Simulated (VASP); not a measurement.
A run of VASP 6.6.1:

INCAR

```
PREC     = Accurate       # precision mode
ENCUT    = 520            # plane-wave cutoff, eV
EDIFF    = 1E-6           # SCF threshold, eV
ISMEAR   = 0              # smearing method
SIGMA    = 0.01           # smearing width, eV
LREAL    = F              # projectors in reciprocal space
LASPH    = T              # aspherical terms in the spheres
NELM     = 80             # most SCF steps
ALGO     = Normal         # electronic algorithm
ISIF     = 2              # what is computed and relaxed
LWAVE    = F              # write WAVECAR
LCHARG   = F              # write CHGCAR
GGA      = PS             # functional
NBANDS   = 31             # bands
```

KPOINTS

```
regular mesh
0
Gamma
  8 8 8
```

Contents of POSCAR:

```
Si7Ge
1.0
    5.4999541471      0.0000000000      0.0000000000
    0.0000000000      5.4999541471      0.0000000000
    0.0000000000      0.0000000000      5.4999541471
Si Ge
7 1
Direct
    0.2526208403      0.2526208403      0.2526208403
    0.0000000000      0.5000000000      0.5000000000
    0.5000000000      0.5000000000      0.0000000000
    0.5000000000      0.0000000000      0.5000000000
    0.7473791597      0.2526208403      0.7473791597
    0.7473791597      0.7473791597      0.2526208403
    0.2526208403      0.7473791597      0.7473791597
    0.0000000000      0.0000000000      0.0000000000
```

Potentials or basis: VASP PAW PBE potentials, release 64 (Si, Ge_d).

Launch:

```sh
$ cat potpaw_PBE.64/Si/POTCAR potpaw_PBE.64/Ge_d/POTCAR > POTCAR
$ mpirun -np 1 vasp_std > vasp.out
```

Hardware: 1 thread of Intel(R) Xeon(R) Platinum 8559C (Emerald Rapids) (shared host).

Question: Estimate the wall time of this run.

Answer: Run time: 64 s on 1 thread of Intel(R) Xeon(R) Platinum 8559C (Emerald Rapids), on a shared host, peak memory 0.34 GiB. Counts: scf iterations 12, k points 35.
